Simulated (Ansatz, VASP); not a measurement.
HfO2: VASP beside Ansatz

```
Hf O
1.0
     0.00000    2.55750    2.55750
     2.55750    0.00000    2.55750
     2.55750    2.55750    0.00000
Hf O
1 2
Direct
  0.00000 0.00000 0.00000
  0.75000 0.75000 0.75000
  0.25000 0.25000 0.25000
```

Alike in both runs: task single point; functional PBE-based screened hybrid; k mesh 5 × 5 × 5; occupations fermi-dirac, width 0.05 eV; no spin polarisation.

|  | VASP | Ansatz |
| --- | --- | --- |
| version | VASP 6.6.1 | Ansatz 0.2.0 |
| potentials or method | VASP PAW PBE potentials, release 64 (Hf_pv, O) | Ansatz PAW |
| plane-wave cutoff (eV) | 520 | 420 |
| valence electrons in the cell | 22 | 38 |

```tsv
	VASP	Ansatz	Ansatz less VASP
gap on the k mesh at the Fermi level (eV)	5.60	5.69	+0.093
least direct gap on the mesh (eV)	5.90	5.95	+0.056
pressure (GPa)	-13.3	-8.8	+4.48
```

VASP's potentials were made for PBE, not for PBE-based screened hybrid. VASP's potentials hold 22 valence electrons a cell and Ansatz's 38, so a difference there can come from the potentials and not from the codes.

The k mesh is coarse, so the values compare programs but aren't converged. Spin-orbit coupling is off throughout. Noted on Ansatz's run: odd divisions of the mesh miss points on the zone boundary, where band edges often lie, so the gap on the mesh can be too wide.
